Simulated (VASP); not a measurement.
Input of a VASP 6.6.1 run:

The input INCAR:

```
SYSTEM = AgRh
PREC     = Accurate       ! precision mode
ENCUT    = 520            ! plane-wave cutoff, eV
EDIFF    = 1E-6           ! SCF threshold, eV
ISMEAR   = -1             ! smearing method
SIGMA    = 0.05           ! smearing width, eV
LREAL    = .FALSE.        ! projectors in reciprocal space
LASPH    = .TRUE.         ! aspherical terms in the spheres
NELM     = 60             ! most SCF steps
ALGO     = Fast           ! electronic algorithm
ISIF     = 2              ! what is computed and relaxed
LWAVE    = .FALSE.        ! write WAVECAR
LCHARG   = .TRUE.         ! write CHGCAR
GGA      = PE             ! functional
LELF     = .TRUE.         ! ELF
LVHAR    = .TRUE.       
NBANDS   = 20             ! bands
```

KPOINTS

```
regular mesh
0
G
  11 11 6
  0 0 0
```

Contents of POSCAR:

```
AgRh
1.0
    2.7208868163      0.0000000000      0.0000000000
   -1.3604434081      2.3563571037      0.0000000000
    0.0000000000      0.0000000000      4.7104397215
Ag Rh
1 1
Direct
    0.0000000000      0.0000000000      0.5000000000
    0.6666666667      0.3333333333      0.0000000000
```

Potentials or basis: VASP PAW PBE potentials, release 64 (Ag, Rh_pv).

Command:

```sh
$ cat potpaw_PBE.64/Ag/POTCAR potpaw_PBE.64/Rh_pv/POTCAR > POTCAR
$ mpirun -np 1 vasp_std > vasp.out
```

(1) Estimate the band gap on the k mesh.

(2) Predict the pressure.

Answers

(1) zero (band 13 reaches 10.94 eV, above the bottom of band 14 at 9.47 eV).

(2) 8.2 GPa.
